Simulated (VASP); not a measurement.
Here is a VASP 6.6.1 calculation.

The input INCAR:

```
SYSTEM = Bi
PREC     = Accurate       ! precision mode
ENCUT    = 520            ! plane-wave cutoff, eV
EDIFF    = 1E-6           ! SCF threshold, eV
ISMEAR   = -1             ! smearing method
SIGMA    = 0.1            ! smearing width, eV
LREAL    = .False.        ! projectors in reciprocal space
LASPH    = .True.         ! aspherical terms in the spheres
NELM     = 80             ! most SCF steps
ALGO     = Normal         ! electronic algorithm
ISIF     = 2              ! what is computed and relaxed
LWAVE    = .False.        ! write WAVECAR
LCHARG   = .False.        ! write CHGCAR
GGA      = PE             ! functional
NBANDS   = 14             ! bands
```

File KPOINTS:

```
regular mesh
0
Gamma
  13 13 13
  0 0 0
```

Contents of POSCAR:

```
Bi
1.0
    2.8813280588      0.0000000000      0.0000000000
    0.0000000000      2.8813280588      0.0000000000
    0.0000000000      0.0000000000      2.8813280588
Bi
1
Direct
    0.0000000000      0.0000000000      0.0000000000
```

Potentials or basis: VASP PAW PBE potentials, release 64 (Bi_d).

Command:

```console
$ cat potpaw_PBE.64/Bi_d/POTCAR > POTCAR
$ mpirun -np 1 vasp_std > vasp.out
```

Question: Estimate the pressure.

Answer: 43.9 GPa.
